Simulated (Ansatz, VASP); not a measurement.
## W: VASP beside Ansatz

The input INCAR:

```
PREC = Accurate
ENCUT = 520
EDIFF = 1E-7
ISMEAR = 1
SIGMA = 0.2
LREAL = False
LASPH = True
NELM = 80
ALGO = Fast
ISIF = 2
LWAVE = False
LCHARG = False
NBANDS = 21
```

Contents of KPOINTS:

```
Automatic mesh
0
Gamma
  8 8 8
```

POSCAR

```
W
1.0
    3.1646900000      0.0000000000      0.0000000000
    0.0000000000      3.1646900000      0.0000000000
    0.0000000000      0.0000000000      3.1646900000
W
2
Direct
    0.0000000000      0.0000000000      0.0000000000
    0.5000000000      0.5000000000      0.5000000000
```

input.yaml

```yaml
crystal:
  lattice:
    - [3.16469, 0.0, 0.0]
    - [0.0, 3.16469, 0.0]
    - [0.0, 0.0, 3.16469]
  atoms:
    - { symbol: W, position: [0.0, 0.0, 0.0] }
    - { symbol: W, position: [0.5, 0.5, 0.5] }
kpoints:
  mp_grid: { grid: [8, 8, 8] }
  band_path:
    path:
      - [0.0, 0.0, 0.0]
      - [0.0, 0.5, 0.0]
      - [0.5, 0.5, 0.0]
      - [0.0, 0.0, 0.0]
      - [0.5, 0.5, 0.5]
      - [0.0, 0.5, 0.0]
    npoints: 8
scf:
  occupations: { method: methfessel_paxton, width: 0.2 }
hamiltonian:
  xc: lda
  pseudopotentials: { kind: all_electron, lapw: { basis_error: 0.001 } }
output:
  forces: true
  stress: true
  eigenvalues: true
```

Alike in both runs: functional LDA; k mesh 8 × 8 × 8; occupations methfessel-paxton of order 1, width 0.2 eV; no spin polarisation.

|  | VASP | Ansatz |
| --- | --- | --- |
| version | VASP 6.6.1 | Ansatz 0.2.0 |
| potentials or method | VASP PAW LDA potentials, release 64 (W_sv), cutoff 520 eV | all-electron LAPW, scalar-relativistic |
| task | single point | band structure |

```csv
,VASP,Ansatz,Ansatz less VASP
gap on the k mesh at the Fermi level (eV),none,none,-
pressure (GPa),-7.1,-8.8,-1.71
```

LDA's correlation is that of Perdew and Zunger in VASP and of Perdew and Wang (1992) in Ansatz. A gap of «none» marks a metal or a gap that the smearing closes. Ansatz ran all-electron here, and VASP with PAW potentials.

Spin-orbit coupling is off throughout. Noted on Ansatz's run: the k mesh is thin for a metal, which can move the energy by tens of meV per atom.
